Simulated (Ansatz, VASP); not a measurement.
**One calculation of SrCl2, two programs**

Contents of POSCAR:

```
SrCl2
1.0
    0.0000000000      3.4976509443      3.4976509443
    3.4976509443      0.0000000000      3.4976509443
    3.4976509443      3.4976509443      0.0000000000
Sr Cl
1 2
Direct
    0.0000000000      0.0000000000      0.0000000000
    0.2500000000      0.2500000000      0.2500000000
    0.7500000000      0.7500000000      0.7500000000
```

INCAR.step1

```
SYSTEM = SrCl2
PREC     = Accurate       ! precision mode
ENCUT    = 550            ! plane-wave cutoff, eV
ISMEAR   = 1              ! smearing method
SIGMA    = 0.2            ! smearing width, eV
LREAL    = .FALSE.        ! projectors in reciprocal space
LASPH    = .TRUE.         ! aspherical terms in the spheres
NELM     = 120            ! most SCF steps
NBANDS   = 19             ! bands
GGA      = PE             ! functional
ALGO     = Normal         ! electronic algorithm
EDIFF    = 1E-5           ! SCF threshold, eV
LWAVE    = .TRUE.         ! write WAVECAR
LCHARG   = .FALSE.        ! write CHGCAR
GGA_COMPAT= .FALSE.
```

File INCAR.step2:

```
SYSTEM = SrCl2
PREC     = Accurate       ! precision mode
ENCUT    = 550            ! plane-wave cutoff, eV
EDIFF    = 1E-6           ! SCF threshold, eV
ISMEAR   = 1              ! smearing method
SIGMA    = 0.2            ! smearing width, eV
LREAL    = .FALSE.        ! projectors in reciprocal space
LASPH    = .TRUE.         ! aspherical terms in the spheres
NELM     = 120            ! most SCF steps
ALGO     = Normal         ! electronic algorithm
ISIF     = 2              ! what is computed and relaxed
LWAVE    = .FALSE.        ! write WAVECAR
LCHARG   = .TRUE.         ! write CHGCAR
METAGGA  = R2SCAN         ! meta-GGA
LMIXTAU  = .TRUE.       
LELF     = .TRUE.         ! ELF
LVHAR    = .TRUE.       
NBANDS   = 19             ! bands
ISTART   = 1            
GGA_COMPAT= .FALSE.
```

Contents of KPOINTS:

```
regular mesh
0
G
  4 4 4
  0 0 0
```

Input for Ansatz:

```yaml
crystal:
  lattice:
    - [0.0, 3.4976509443, 3.4976509443]
    - [3.4976509443, 0.0, 3.4976509443]
    - [3.4976509443, 3.4976509443, 0.0]
  atoms:
    - { symbol: Sr, position: [0.0, 0.0, 0.0] }
    - { symbol: Cl, position: [0.25, 0.25, 0.25] }
    - { symbol: Cl, position: [0.75, 0.75, 0.75] }
kpoints:
  mp_grid: { grid: [4, 4, 4] }
hamiltonian:
  xc: r2scan
scf:
  occupations: { method: cold, width: 0.2 }
  n_extra_bands: 4
output:
  forces: true
  stress: true
  eigenvalues: true
```

Alike in both runs: task single point; functional r2SCAN; k mesh 4 × 4 × 4; no spin polarisation.

|  | VASP | Ansatz |
| --- | --- | --- |
| version | VASP 6.6.1 | Ansatz 0.2.0 |
| potentials or method | VASP PAW PBE potentials, release 64 (Sr_sv, Cl) | plane waves |
| plane-wave cutoff (eV) | 550 | 500 |
| occupations | methfessel-paxton of order 1, width 0.2 eV | cold, width 0.2 eV |
| valence electrons in the cell | 24 | 24 |

```csv
,VASP,Ansatz,Ansatz less VASP
gap on the k mesh at the Fermi level (eV),5.94,5.94,0.000
pressure (GPa),0.0,0.0,-0.05
```

VASP's potentials were made for PBE, not for r2SCAN.
